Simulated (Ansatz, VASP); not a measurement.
# In in VASP and in Ansatz

File INCAR:

```
PREC = Accurate
ENCUT = 520
EDIFF = 1E-7
ISMEAR = -1
SIGMA = 0.05
LREAL = F
LASPH = T
NELM = 60
ALGO = Fast
ISIF = 2
LWAVE = F
LCHARG = F
GGA = PS
NBANDS = 34
```

The input KPOINTS:

```
regular mesh
0
Gamma
  9 9 3
```

POSCAR

```
In
1.0
    3.3638438630      0.0000000000      0.0000000000
   -1.6819219315      2.9131742397      0.0000000000
    0.0000000000      0.0000000000     10.7997083600
In
4
Direct
    0.6666666667      0.3333333333      0.7500000000
    0.0000000000      0.0000000000      0.5000000000
    0.3333333333      0.6666666667      0.2500000000
    0.0000000000      0.0000000000      0.0000000000
```

input.yaml

```yaml
crystal:
  lattice:
    - [3.363843863, 0.0, 0.0]
    - [-1.6819219315, 2.9131742397, 0.0]
    - [0.0, 0.0, 10.79970836]
  atoms:
    - { symbol: In, position: [0.6666666667, 0.3333333333, 0.75] }
    - { symbol: In, position: [0.0, 0.0, 0.5] }
    - { symbol: In, position: [0.3333333333, 0.6666666667, 0.25] }
    - { symbol: In, position: [0.0, 0.0, 0.0] }
kpoints:
  mp_grid: { grid: [9, 9, 3] }
scf:
  occupations: { method: fermi_dirac, width: 0.05 }
hamiltonian:
  xc: pbesol
  pseudopotentials: { kind: all_electron, lapw: { basis_error: 0.001 } }
output:
  forces: true
  stress: true
  eigenvalues: true
  populations: true
```

Alike in both runs: task single point; functional PBEsol; k mesh 9 × 9 × 3; occupations fermi-dirac, width 0.05 eV; no spin polarisation.

|  | VASP | Ansatz |
| --- | --- | --- |
| version | VASP 6.6.1 | Ansatz 0.2.0 |
| potentials or method | VASP PAW PBE potentials, release 64 (In_d), cutoff 520 eV | all-electron LAPW, scalar-relativistic |

|  | VASP | Ansatz | Ansatz less VASP |
| --- | --- | --- | --- |
| gap on the k mesh at the Fermi level (eV) | none | none | - |
| pressure (GPa) | -1.3 | -1.3 | +0.05 |
| traceless stress, the component that is largest in VASP (GPa) | 0.43 | 0.43 | +0.002 |

VASP's potentials were made for PBE, not for PBEsol. A gap of «none» marks a metal or a gap that the smearing closes. Ansatz ran all-electron here, and VASP with PAW potentials.
